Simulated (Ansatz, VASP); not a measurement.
**One calculation of Ni, two programs**

```
Ni
1.0
     0.00000    1.71232    1.71232
     1.71232    0.00000    1.71232
     1.71232    1.71232    0.00000
Ni
1
Cartesian
  0.0000 0.0000 0.0000
```

Alike in both runs: task single point; functional LDA; k mesh 22 × 22 × 22; occupations gaussian, width 0.05 eV; collinear spin.

```csv
,VASP,Ansatz
version,VASP 6.6.1,Ansatz 0.2.0
potentials or method,"VASP PAW LDA potentials, release 64 (Ni), cutoff 520 eV","scalar-relativistic, plane waves, PAW"
valence electrons in the cell,10,18
```

Ansatz gave:

* gap on the k mesh at the Fermi level (eV): none
* pressure (GPa): -0.1
* net moment per atom (μB): 0.63
* size of the moment on the site where the two differ most (μB): 0.66

**Question.** Estimate VASP's values.

**Answer.** gap on the k mesh at the Fermi level (eV): none; pressure (GPa): -0.5; net moment per atom (μB): 0.57; size of the moment on the site where the two differ most (μB): 0.57.

LDA's correlation is that of Perdew and Zunger in VASP and of Perdew and Wang (1992) in Ansatz. Site moments also hang on the region over which each program counts them. A gap of «none» marks a metal or a gap that the smearing closes. VASP's potentials hold 10 valence electrons a cell and Ansatz's 18, so a difference there can come from the potentials and not from the codes. Ansatz's warnings: stability check not made.
